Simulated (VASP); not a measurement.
Crystal: Al3N.

```
Al N
1.0
     3.00000    0.00000    0.00000
    -1.50000    2.59808    0.00000
     0.00000    0.00000   13.96000
Al N
6 2
Cartesian
  0.0000 1.7321 2.5268
  0.0000 0.0000 0.0000
  0.0000 0.0000 5.0535
  0.0000 1.7321 7.2732
  1.5000 0.8660 9.5068
  0.0000 1.7321 11.7264
  0.0000 0.0000 3.0991
  0.0000 1.7321 0.6003
```

| Property | Result |
| --- | --- |
| Program | VASP 6.6.1 |
| Task | relaxation of cell and atoms |
| Functional | PBE |
| Potentials or basis | VASP PAW PBE potentials, release 64 (Al, N) |
| Cutoff | 600 eV |
| k mesh | 6 × 6 × 2 |
| Occupations | gaussian, width 0.2 eV |
| Spin | no spin polarisation |

At the start: pressure 6.4 GPa; volume 13.60 Å³/atom.

Question: Where does the relaxation end?

Answer: Over 10 steps the energy falls by 28.2 meV/atom and the volume is 14.37 Å³/atom (+5.6 %); space group P3m1 (No. 156, to 0.05 Å).

The path:
| step | energy change (eV) | largest force (eV/Å) | pressure (GPa) | volume (Å³) |
| --- | --- | --- | --- | --- |
| 1 | 0.0000 | 1.1477 | 6.41 | 108.81 |
| 2 | -0.1304 | 0.5910 | -3.37 | 117.60 |
| 3 | -0.1618 | 0.3918 | -0.70 | 114.81 |
| 4 | -0.1947 | 0.2466 | -0.49 | 114.64 |
| 5 | -0.2101 | 0.2715 | -0.16 | 114.43 |
| 6 | -0.2178 | 0.1892 | 0.30 | 114.11 |
| 7 | -0.2185 | 0.1972 | 0.48 | 113.99 |
| 8 | -0.2236 | 0.0935 | 0.07 | 114.65 |
| 9 | -0.2241 | 0.0858 | -0.08 | 114.91 |
| 10 | -0.2255 | 0.0743 | -0.09 | 114.93 |

Final structure:
```
Al N
1.0
     3.02001    0.00000    0.00000
    -1.51000    2.61540    0.00000
     0.00000    0.00000   14.55094
Al N
6 2
Direct
  0.33333 0.66667 0.18169
  0.00000 0.00000 0.00295
  0.00000 0.00000 0.35819
  0.33333 0.66667 0.51651
  0.66667 0.33333 0.67916
  0.33333 0.66667 0.83540
  0.00000 0.00000 0.22548
  0.33333 0.66667 0.05061
```

Caveat: the k points lie up to 0.40 Å⁻¹ apart in the final cell; the relaxation stopped at a loose force limit of 0.08 eV/Å, so its end isn't a converged minimum.
